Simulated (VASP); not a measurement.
# H2CO in VASP: notebook

Runs on H2CO. Level: PBE. Tasks: single point.

Program: VASP 6.6.1. These are calculated values, not measurements. Logs are shortened: lines on timing, memory, paths and dates and some standing lists are left out, and cuts for length are marked.

### Step 1. The cell of the first run

The cell holds a disordered packing, 32 atoms: a = 8.593 Å, b = 8.593 Å, c = 8.593 Å, α = 90.00°, β = 90.00°, γ = 90.00°.

### Step 2. Single point, PBE

INCAR

```
PREC = Accurate ; ENCUT = 1000
EDIFF = 1E-6 ; ISMEAR = -1
SIGMA = 0.05 ; LREAL = Auto
LASPH = True ; NELM = 120
ALGO = Normal ; ISIF = 2
LWAVE = False ; LCHARG = False
GGA = PE ; NBANDS = 70
GGA_COMPAT = False
```

KPOINTS

```
regular mesh
0
Gamma
  1 1 1
```

POSCAR

```
H2CO
1.0
    8.5925300000      0.0000000000      0.0000000000
    0.0000000000      8.5925300000      0.0000000000
    0.0000000000      0.0000000000      8.5925300000
O C H
8 8 16
Direct
    0.2980495849      0.4090413417      0.8396712028
    0.9757079696      0.9762665944      0.0684082569
    0.9314485955      0.4155935446      0.2618669938
    0.6507745681      0.4269056960      0.7092090455
    0.6145570629      0.0983645096      0.2417681405
    0.5791542188      0.5637105719      0.2526147712
    0.1910962196      0.0287458991      0.6650427755
    0.7425519608      0.8638899137      0.7313096376
    0.3109095924      0.4763556252      0.7160638368
    0.9430516972      0.8402647416      0.0840031981
    1.0030456687      0.3008892608      0.2245904291
    0.7003408775      0.3939933873      0.5771175661
    0.5596721804      0.0286062429      0.1346751190
    0.5064166200      0.5180080838      0.1355363321
    0.1273548070      0.0965838932      0.7711582037
    0.6680686596      0.8173262124      0.6183743321
    0.3814476062      0.5751507414      0.7023193402
    0.2578169643      0.4262423291      0.6095294401
    1.0181052612      0.7479403622      0.0350886177
    0.8444427893      0.7972040831      0.1575670961
    1.0470140925      0.2881572715      0.1041020514
    1.0240988393      0.1856379902      0.2978517387
    0.7172392764      0.4665680539      0.4760646748
    0.7164129773      0.2669993587      0.5517583296
    0.5143770228      0.0829208627      0.0275122694
    0.5497216769     -0.0994002930      0.1313117324
    0.3981365209      0.5733701250      0.0887631466
    0.5597070944      0.4199810766      0.0703168915
   -0.0022810511      0.1237586601      0.7697034517
    0.1820302053      0.1295078399      0.8761912964
    0.7303204062      0.7461713837      0.5196024919
    0.5344991522      0.8160227546      0.6135561936
```

Potentials or basis: VASP PAW PBE potentials, release 64 (O_h, C_h, H_h).

On the command line:

```sh
$ cat potpaw_PBE.64/O_h/POTCAR potpaw_PBE.64/C_h/POTCAR potpaw_PBE.64/H_h/POTCAR > POTCAR
$ mpirun -np 1 vasp_gam > vasp.out
```

OUTCAR:

```text
PREC = Accurate
   ENCUT = 1000
   EDIFF = 1E-6
   ISMEAR = -1
   LREAL = Auto
   LASPH = True
   NELM = 120
   ISIF = 2
   GGA = PE

 ion  position               nearest neighbor table
   1  0.298  0.409  0.840-   9 1.21
   2  0.976  0.976  0.068-  10 1.21
   3  0.931  0.416  0.262-  11 1.21
   4  0.651  0.427  0.709-  12 1.24
   5  0.615  0.098  0.242-  13 1.20
   6  0.579  0.564  0.253-  14 1.25
   7  0.191  0.029  0.665-  15 1.21
   8  0.743  0.864  0.731-  16 1.23
   9  0.311  0.476  0.716-  17 1.05  18 1.11   1 1.21
  10  0.943  0.840  0.084-  19 1.11  20 1.12   2 1.21
  11  0.003  0.301  0.225-  21 1.11  22 1.19   3 1.21
  12  0.700  0.394  0.577-  23 1.08  24 1.12   4 1.24
  13  0.560  0.029  0.135-  25 1.10  26 1.10   5 1.20
  14  0.506  0.518  0.136-  28 1.11  27 1.12   6 1.25
  15  0.127  0.097  0.771-  30 1.06  29 1.14   7 1.21
  16  0.668  0.817  0.618-  32 1.15  31 1.17   8 1.23
  17  0.381  0.575  0.702-   9 1.05
  18  0.258  0.426  0.610-   9 1.11
  19  0.018  0.748  0.035-  10 1.11
  20  0.844  0.797  0.158-  10 1.12
  21  0.047  0.288  0.104-  11 1.11
  22  0.024  0.186  0.298-  11 1.19
[... 8 lines left out ...]
  31  0.730  0.746  0.520-  16 1.17
  32  0.534  0.816  0.614-  16 1.15

  LATTYP: Found a simple cubic cell.
 ALAT       =     8.5925300000

  Lattice vectors:

 A1 = (   8.5925300000,   0.0000000000,   0.0000000000)
 A2 = (   0.0000000000,   8.5925300000,   0.0000000000)
 A3 = (   0.0000000000,   0.0000000000,   8.5925300000)

Analysis of symmetry for initial positions (statically):
=====================================================================
 Subroutine PRICEL returns:
 Original cell was already a primitive cell.

 Routine SETGRP: Setting up the symmetry group for a
 simple cubic supercell.

 Subroutine GETGRP returns: Found  1 space group operations
 (whereof  1 operations were pure point group operations)
 out of a pool of 48 trial point group operations.

The static configuration has the point symmetry C_1 .

Analysis of symmetry for dynamics (positions and initial velocities):
=====================================================================
 Subroutine PRICEL returns:
 Original cell was already a primitive cell.

 Routine SETGRP: Setting up the symmetry group for a
[... 142 lines left out ...]
   EDIFF  = 0.1E-05   stopping-criterion for ELM
   LREAL  =      T    real-space projection
   EDIFFG = 0.1E-04   stopping-criterion for IOM
   NSW    =      0    number of steps for IOM
   IBRION =     -1    ionic relax: 0-MD 1-quasi-New 2-CG
   NFREE  =      0    steps in history (QN), initial steepest desc. (CG)
   ISIF   =      2    stress and relaxation
   ISYM   =      2    0-nonsym 1-usesym 2-fastsym
   POTIM  = 0.5000    time-step for ionic-motion
   TEBEG  =    0.0;   TEEND  =   0.0 temperature during run
   PSTRESS=    0.0 pullay stress
   NELECT =      96.0000    total number of electrons
   NUPDOWN=      -1.0000    fix difference up-down
   EMIN   =  10.00;   EMAX   =-10.00  energy-range for DOS
   EFERMI =   0.00;   METHOD = LEGACY
   ISMEAR =    -1;   SIGMA  =   0.05  broadening in eV -4-tet -1-fermi 0-gaus
   EFERMI_NEDOS =   21; number of points for ismear=-14 and -15
   IALGO  =     38    algorithm
   IMIX   =      4    mixing-type and parameters
     AMIX     =   0.40;   BMIX     =  1.00
     AMIX_MAG =   1.60;   BMIX_MAG =  1.00
  volume/ion in A,a.u.               =      19.82       133.79
  Fermi-wavevector in a.u.,A,eV,Ry     =   0.872390  1.648579 10.354917  0.761065
  Thomas-Fermi vector in A             =   1.991633
   LORBIT       =      0    0 simple, 1 ext, 2 COOP (PROOUT), +10 PAW based schemes
   GGA     = PE    functional components
   LHFCALC =     F    Hartree Fock is set to
   AEXX    =    0.0000 exact exchange contribution
   IVDW    =     0    specifies the selected vdW correction
   LEPSILON=     F    determine dielectric tensor
   LRPA    =     F    only Hartree local field effects (RPA)
 non-spin polarized calculation
  energy-cutoff  :     1000.00
  volume of cell :      634.40
 maximum number of plane-waves:     22777
 NGX is ok and might be reduce to    90
   NGX = 45   NGY = 45   NGZ = 45

 number of electron      96.0000004 magnetization

 Free energy of the ion-electron system (eV)
  ---------------------------------------------------
  ext. energy  EPLUGINS =         0.00000000
  ---------------------------------------------------
  free energy    TOTEN  =      -178.29005481 eV

  energy without entropy =     -178.29005481  energy(sigma->0) =     -178.29005481

 E-fermi :  -2.1966     XC(G=0):  -5.1998

 val. band max:       -3.4791010142   @ k =   0.0000   0.0000   0.0000
 cond. band min:      -0.5968537003   @ k =   0.0000   0.0000   0.0000
 fundamental gap:      2.8822473140
 Fermi energy:        -2.1965513226

 k-point     1 :       0.0000    0.0000    0.0000
  band No.  band energies     occupation
      1     -24.4969      2.00000
      2     -24.4328      2.00000
      3     -24.3734      2.00000
      4     -24.2752      2.00000
      5     -23.9280      2.00000
      6     -23.8608      2.00000
[... 52 lines left out ...]
     59       2.5123      0.00000
     60       2.7138      0.00000
 [bands above 60 left out]

------------------------ aborting loop because EDIFF is reached ----------------------------------------

  FORCE on cell =-STRESS in cart. coord.  units (eV):
  Direction    XX          YY          ZZ          XY          YZ          ZX
  --------------------------------------------------------------------------------------
  -------------------------------------------------------------------------------------
  Total       -2.6087700      0.9238272     -3.4788004      1.5172788     -0.1587783     -0.4025297
  in kB       -6.5884493      2.3331257     -8.7857112      3.8318879     -0.4009947     -1.0165887
  external PRESSURE =      -4.3470116 kB  Pullay stress =       0.0000000 kB

 VOLUME and BASIS-vectors are now :
 -----------------------------------------------------------------------------
  energy-cutoff  :     1000.00
  volume of cell :      634.40
      direct lattice vectors                 reciprocal lattice vectors
     8.592530000  0.000000000  0.000000000     0.116380158  0.000000000  0.000000000
     0.000000000  8.592530000  0.000000000     0.000000000  0.116380158  0.000000000
     0.000000000  0.000000000  8.592530000     0.000000000  0.000000000  0.116380158

 POSITION                                       TOTAL-FORCE (eV/Angst)
 -----------------------------------------------------------------------------------
      2.56100      3.51470      7.21490        -0.208526      0.226249      0.177240
      8.38380      8.38860      0.58780        -0.172252      0.195387     -0.063924
      8.00350      3.57100      2.25010         0.058345      0.072761      0.651078
      5.59180      3.66820      6.09390         0.860089      0.423501     -1.976305
      5.28060      0.84520      2.07740         0.401880      0.660403      0.890732
      4.97640      4.84370      2.17060        -1.684035     -0.239052     -1.658913
[... 24 lines left out ...]
      6.27530      6.41150      4.46470        -0.701380      1.068894      0.810561
      4.59270      7.01170      5.27200         0.904552      0.422859     -0.032125
 -----------------------------------------------------------------------------------
    total drift:                               -0.000548     -0.004777      0.001662

  FREE ENERGIE OF THE ION-ELECTRON SYSTEM (eV)
  ---------------------------------------------------
  free  energy   TOTEN  =      -178.2900548142 eV

  energy  without entropy=     -178.2900548142  energy(sigma->0) =     -178.29005481
```

stdout:

```text
POSCAR found type information on POSCAR O C H
 POSCAR found :  3 types and      32 ions
 scaLAPACK will be used
 LDA part: xc-table for (Slater+PW92), standard interpolation
 POSCAR, INCAR and KPOINTS ok, starting setup
 FFT: planning ... GRIDC
 FFT: planning ... GRID_SOFT
 FFT: planning ... GRID
 WAVECAR not read
 entering main loop
```

Run time: 5.4 min. Hardware: 1 thread of AMD EPYC 7R43 (Zen 3), shared host; peak memory 1.2 GiB.

Results:

```
Free energy            : -178.2901 eV
Pressure               : -0.4 GPa
Largest force          : 3.167 eV/Å
Band gap on the k mesh : 2.88 eV
```

Forces on the atoms (eV/Å):
```
O   -0.209  0.226  0.177
O   -0.172  0.195 -0.064
O    0.058  0.073  0.651
O    0.860  0.424 -1.976
O    0.402  0.660  0.891
O   -1.684 -0.239 -1.659
O    0.129  0.111 -0.006
O   -1.020 -0.122 -1.322
C   -0.786 -2.155  0.211
C    0.185 -0.231  0.512
C    0.068 -1.720 -0.057
C   -1.229 -1.792  2.304
C   -0.396 -0.650 -0.894
C    1.924  0.439  1.632
C   -1.751 -0.584 -1.236
C    0.805 -1.311  0.582
H    1.054  1.867 -0.160
H   -0.174  0.113 -0.193
H    0.040 -0.242 -0.270
H   -0.035  0.208 -0.194
H    0.279  0.036 -0.201
H   -0.350  1.637 -0.356
H    0.154  1.131 -0.329
H    0.293  0.175 -0.081
H   -0.092  0.520 -0.256
H    0.069 -0.514  0.256
H    0.191 -0.110  0.271
H   -0.449 -0.048 -0.240
H    0.506 -0.049 -0.215
H    1.128  0.462  1.445
H   -0.701  1.069  0.811
H    0.905  0.423 -0.032
```

Levels at points of the mesh, in eV from the valence-band top:
| k point | band 45 | band 46 | band 47 | band 48 | band 49 | band 50 | band 51 | band 52 |
| --- | --- | --- | --- | --- | --- | --- | --- | --- |
| (0.00, 0.00, 0.00) | -0.34 | -0.29 | -0.15 | 0.00 | 2.88 | 3.02 | 3.07 | 3.16 |

Caveat: the k points lie up to 0.73 Å⁻¹ apart; the atoms stand as in a frame of molecular dynamics.

### Step 3. Single point, PBE

INCAR

```
PREC     = Accurate       # precision mode
ENCUT    = 1000           # plane-wave cutoff, eV
EDIFF    = 1E-6           # SCF threshold, eV
ISMEAR   = -1             # smearing method
SIGMA    = 0.05           # smearing width, eV
LREAL    = Auto         
LASPH    = T              # aspherical terms in the spheres
NELM     = 120            # most SCF steps
ALGO     = Normal         # electronic algorithm
ISIF     = 2              # what is computed and relaxed
LWAVE    = F              # write WAVECAR
LCHARG   = F              # write CHGCAR
GGA      = PE             # functional
NBANDS   = 70             # bands
GGA_COMPAT= F
```

KPOINTS

```
Automatic mesh
0
Gamma
  1 1 1
```

POSCAR

```
H2CO
1.0
    8.5925300000      0.0000000000      0.0000000000
    0.0000000000      8.5925300000      0.0000000000
    0.0000000000      0.0000000000      8.5925300000
O C H
8 8 16
Direct
    0.3058626153      0.4643112398      0.8647064703
    0.9667524158      0.9617802695      0.1027383706
    0.9686360649      0.4621631653      0.2210915245
    0.6924458219      0.3547808850      0.7613114170
    0.5531993854      0.0785554368      0.2386215456
    0.5709494722      0.5741600001      0.2664793372
    0.1502431710     -0.0070599927      0.6176146761
    0.7026685117      0.8841163241      0.6785558106
    0.3047028059      0.5278527162      0.7388444074
    0.9405636421      0.8230263904      0.0959556852
    0.9930121479      0.3276708776      0.1870752372
    0.6896491812      0.2951053136      0.6328699522
    0.5566109543      0.1082798845      0.1006941781
    0.5779414731      0.5461150835      0.1287371736
    0.0950345724      0.0333637752      0.7406433526
    0.6732277971      0.8128310615      0.5597412955
    0.3048010228      0.6572879798      0.7269717930
    0.3037081083      0.4606275845      0.6276210866
    0.9758457295      0.7507742759     -0.0063503887
    0.8777558424      0.7597886864      0.1906439665
    1.0100071368      0.2898673487      0.0640346993
    1.0011493288      0.2326731268      0.2760884446
    0.6851171383      0.3674877053      0.5250256942
    0.6917382879      0.1662055087      0.6177619526
    0.6659308943      0.1018411514      0.0308947678
    0.4507020574      0.1455350901      0.0349692659
    0.5996402908      0.6376155514      0.0389302349
    0.5621986925      0.4268395844      0.0801792589
    0.0146261708      0.1350239256      0.7508070883
    0.1211985375     -0.0283130198      0.8520407338
    0.6489485047      0.8735852876      0.4479479819
    0.6686083252      0.6832083829      0.5584890867
```

Potentials or basis: VASP PAW PBE potentials, release 64 (O_h, C_h, H_h).

On the command line:

```sh
$ cat potpaw_PBE.64/O_h/POTCAR potpaw_PBE.64/C_h/POTCAR potpaw_PBE.64/H_h/POTCAR > POTCAR
$ mpirun -np 1 vasp_gam > vasp.out
```

Wall time 3 min (1 thread of Intel Xeon 6975P-C (Granite Rapids), shared host); peak memory 1.2 GiB.

Results (log left out):

- Free energy: -178.9838 eV
- Pressure: -0.3 GPa
- Largest force: 0.332 eV/Å
- Band gap on the k mesh: 3.08 eV

Forces in eV/Å, atoms in the order of the input:
```
O   -0.023 -0.017  0.012
O    0.017 -0.214 -0.069
O   -0.078  0.114  0.077
O   -0.017 -0.072 -0.109
O   -0.007 -0.001 -0.083
O    0.030  0.031  0.018
O    0.011 -0.010 -0.091
O   -0.024 -0.057 -0.124
C    0.024  0.037 -0.044
C   -0.160  0.094  0.100
C    0.136 -0.299  0.053
C    0.025  0.085  0.118
C    0.044  0.058 -0.020
C   -0.054 -0.054 -0.176
C    0.037 -0.037  0.124
C    0.022  0.126  0.195
H   -0.001 -0.027 -0.007
H   -0.013  0.011  0.037
H    0.027  0.040  0.079
H    0.110  0.059 -0.104
H   -0.026  0.007  0.004
H   -0.022  0.172 -0.107
H   -0.019 -0.031 -0.017
H   -0.007  0.018  0.001
H   -0.008 -0.028  0.033
H   -0.013 -0.034  0.062
H    0.014  0.055  0.083
H    0.005 -0.024  0.066
H    0.002 -0.018 -0.013
H   -0.034  0.072 -0.034
H   -0.001 -0.052 -0.012
H    0.002 -0.007 -0.052
```

Stress tensor (GPa, compression positive):
```
-0.10  0.00 -0.07
 0.00 -0.29  0.08
-0.07  0.08 -0.41
```

Levels at points of the mesh, in eV from the valence-band top:
| k point | band 46 | band 47 | band 48 | band 49 | band 50 | band 51 |
| --- | --- | --- | --- | --- | --- | --- |
| (0.00, 0.00, 0.00) | -0.14 | -0.01 | 0.00 | 3.08 | 3.22 | 3.27 |

Caveat: the k points lie up to 0.73 Å⁻¹ apart.

### Step 4. Single point, PBE

INCAR

```
ALGO = Normal
EDIFF = 1E-6
ENCUT = 1000
GGA = PE
GGA_COMPAT = False
ISIF = 2
ISMEAR = -1
LASPH = True
LCHARG = True
LELF = True
LREAL = Auto
LVHAR = True
LWAVE = False
NBANDS = 70
NELM = 120
PREC = Accurate
SIGMA = 0.05
```

KPOINTS

```
k-points
0
Gamma
  1 1 1
```

POSCAR

```
H2CO
1.0
    8.5925300000      0.0000000000      0.0000000000
    0.0000000000      8.5925300000      0.0000000000
    0.0000000000      0.0000000000      8.5925300000
O C H
8 8 16
Direct
    0.2755998524      0.4293264033      0.8668110556
    0.9939563784      0.9777562604      0.0995515873
    0.9215795581      0.4199927146      0.2796382439
    0.6410102729      0.4122534341      0.7047633235
    0.5514091891      0.0859118327      0.2370081920
    0.5835184748      0.5601377010      0.2413840859
    0.1710439184      0.0142100173      0.6600500667
    0.7610214919      0.8688826225      0.7145159807
    0.2990271783      0.4665796919      0.7321010226
    1.0098771840      0.8400668953      0.0795691141
    0.9854722649      0.2948491306      0.2520677845
    0.6868756932      0.3524107568      0.5860090102
    0.5338357853      0.0246260415      0.1078378545
    0.5290292847      0.5462535481      0.1153792888
    0.1220362338      0.1093507966      0.7534567816
    0.6953016166      0.8210620155      0.6017552455
    0.2896352995      0.5975888359      0.6965585223
    0.3377119428      0.3797368179      0.6421973505
    1.0973717869      0.7670616221      0.1484661677
    0.9412128907      0.7715422582     -0.0103229200
    1.0041745563      0.2422103851      0.1385971303
    1.0357484932      0.2270576885      0.3469641654
    0.6751445733      0.4096232425      0.4778918433
    0.7404338420      0.2310262519      0.5739287497
    0.5931198378      0.0629849416      0.0025720015
    0.4695939380     -0.0901131564      0.0951058652
    0.5365474430      0.6445831437      0.0238928465
    0.4717935230      0.4373566342      0.0707242221
    0.0723768203      0.2281982140      0.7196716217
    0.1105844262      0.0816174049      0.8785421756
    0.7162616831      0.7098374984      0.5470100192
    0.5952379567      0.8878060362      0.5521074701
```

On the command line:

```sh
$ cat potpaw_PBE.64/O_h/POTCAR potpaw_PBE.64/C_h/POTCAR potpaw_PBE.64/H_h/POTCAR > POTCAR
$ mpirun -np 1 vasp_gam > vasp.out
```

Run time: 3 min. Hardware: 1 thread of AMD EPYC 7R13 (Zen 3), shared host; peak memory 1.2 GiB.

Results (log left out):

```
Free energy            : -178.4160 eV
Pressure               : -0.1 GPa
Largest force          : 2.573 eV/Å
Band gap on the k mesh : 3.09 eV
```

Forces on the atoms (eV/Å):
```
O   -0.072 -0.055 -0.491
O   -0.072  0.386  0.069
O    0.454 -1.045 -0.571
O    0.074 -0.191  0.660
O   -0.379 -0.604 -1.885
O    0.528  0.226  1.789
O   -0.112  0.753  0.419
O    1.081  0.377  1.235
C    0.240  1.146  0.267
C    0.266 -1.526 -0.137
C   -0.371  1.532  0.836
C    0.306 -1.300  0.383
C    0.256 -0.528  2.317
C   -0.489  0.158 -2.522
C   -0.516 -0.146 -0.623
C   -1.698  0.516 -0.570
H    0.074 -1.356  0.065
H   -0.291  0.343  0.134
H   -0.452  0.464 -0.274
H    0.207  0.422  0.365
H   -0.211  0.124 -0.819
H    0.201 -0.494  0.610
H   -0.123  0.924 -1.715
H   -0.217  0.542  0.619
H    0.203  0.585 -0.522
H   -0.032  0.578  0.104
H   -0.123 -0.557  0.537
H    0.080  0.192  0.247
H    0.419 -0.670 -0.043
H    0.176  0.075  0.174
H    0.533 -0.917 -0.414
H    0.059  0.046 -0.246
```

Stress tensor (GPa, compression positive):
```
-0.03  0.36  0.33
 0.36 -1.07 -0.49
 0.33 -0.49  0.67
```

Levels at points of the mesh, in eV from the valence-band top:
```tsv
k point	band 46	band 47	band 48	band 49	band 50	band 51
(0.00, 0.00, 0.00)	-0.09	-0.06	0.00	3.09	3.16	3.23
```

Caveat: the k points lie up to 0.73 Å⁻¹ apart.

### Step 5. Summary

```csv
cell,gap on the mesh (eV),pressure (GPa),largest force (eV/Å)
"as given, atomic positions A",2.88,-0.4,3.17
"as given, atomic positions B",3.08,-0.3,0.33
"as given, atomic positions C",3.09,-0.1,2.57
```

Alike in all rows: task single point; level PBE; potentials or basis VASP PAW PBE potentials, release 64 (O_h, C_h, H_h); no spin polarisation; k mesh 1 × 1 × 1; cutoff (eV) 1000; smearing fermi-dirac 0.05 eV.

Caveats: all runs use coarse meshes; the atoms stand as in a frame of molecular dynamics (at least some runs).

Total energies depend on the potentials used, so only differences within one code and one set of settings carry meaning.
